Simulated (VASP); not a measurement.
A run of VASP 6.6.1:

INCAR

```
SYSTEM = Al12HO
  ALGO = Normal
  DIPOL = 0.5 0.5 0.295
  EDIFF = 1E-6
  ENCUT = 520
  GGA = PE
  IDIPOL = 3
  ISIF = 2
  ISMEAR = 0
  ISPIN = 2
  LASPH = .True.
  LCHARG = .False.
  LDIPOL = .True.
  LORBIT = 11
  LREAL = .False.
  LWAVE = .False.
  MAGMOM = 0 0 0 0 0 0 0 0 0 0 0 0 1 0
  NBANDS = 38
  NELM = 150
  PREC = Accurate
  SIGMA = 0.1
```

KPOINTS

```
k-points
0
Gamma
  5 5 1
  0 0 0
```

POSCAR

```
Al12HO
1.0
    5.7143028096      0.0000000000      0.0000000000
    0.0000000000      5.7143028096      0.0000000000
    0.0000000000      0.0000000000     22.1750227687
Al O H
12 1 1
Direct
    0.2500000000      0.2500000000      0.1803831293
    0.2500000000      0.7500000000      0.1803831293
    0.7500000000      0.2500000000      0.1803831293
    0.7500000000      0.7500000000      0.1803831293
    0.0000000000      0.0000000000      0.2744094920
    0.0000000000      0.5000000000      0.2744094920
    0.5000000000      0.0000000000      0.2744094920
    0.5000000000      0.5000000000      0.2744094920
    0.2500000000      0.2500000000      0.3686590473
    0.2500000000      0.7500000000      0.3686590473
    0.7500000000      0.2500000000      0.3686590473
    0.7500000000      0.7500000000      0.3686590473
    0.5000000000      0.5000000000      0.3934617276
    0.5000000000      0.5000000000      0.4385575100
```

Potentials or basis: VASP PAW PBE potentials, release 64 (Al, O, H).

Launch:

```bash
$ cat potpaw_PBE.64/Al/POTCAR potpaw_PBE.64/O/POTCAR potpaw_PBE.64/H/POTCAR > POTCAR
$ mpirun -np 1 vasp_std > vasp.out
```

Hardware: 1 thread of Intel(R) Xeon(R) 6975P-C (Granite Rapids), with other jobs on the host.

Estimate the wall time of this run.

Wall time 6.6 min on 1 thread of Intel(R) Xeon(R) 6975P-C (Granite Rapids), on a shared host, peak memory 1 GiB. Counts: scf iterations 31, k points 6.
